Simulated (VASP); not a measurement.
The system is KCl.

```xyz
2
Lattice="3.7708 0.0000 0.0000 0.0000 3.7708 0.0000 0.0000 0.0000 3.7708" Properties=species:S:1:pos:R:3 pbc="T T T"
K     0.0000    0.0000    0.0000
Cl    1.8854    1.8854    1.8854
```

Base run:

```yaml
Program: VASP 6.6.1
Functional: r2SCAN
Potentials_or_basis: VASP PAW PBE potentials, release 64 (K_sv, Cl)
Cutoff: 520 eV
k_mesh: 4 × 4 × 4
Occupations: gaussian, width 0.01 eV
Spin: no spin polarisation
```

Its results: band gap on the k mesh 5.81 eV, indirect (least direct gap 6.02 eV); pressure 0.0 GPa.

Problem. After a change of settings the same cell gave: band gap on the k mesh 5.03 eV, indirect (least direct gap 5.24 eV); pressure 1.1 GPa. Which change was it?
A. functional from r2SCAN to HSE06; further incar settings from ALGO = Normal; EDIFF = 1e-07; NBANDS = 15 to ALGO = Normal; EDIFF = 1e-06; NBANDS = 15
B. functional from r2SCAN to LDA; potentials or basis from VASP PAW PBE potentials, release 64 (K_sv, Cl) to VASP PAW LDA potentials, release 64 (K_sv, Cl)
C. further incar settings from ALGO = Normal; EDIFF = 1e-07; NBANDS = 15 to ALGO = Normal; EDIFF = 1e-06; NBANDS = 15
D. functional from r2SCAN to PBE

Solution. D.

r2SCAN gives the wider gap, since meta-GGAs in the generalised Kohn-Sham scheme recover part of the derivative discontinuity.

Caveats: the PAW data sets were made with another functional, which shifts forces and pressure a little (some runs).
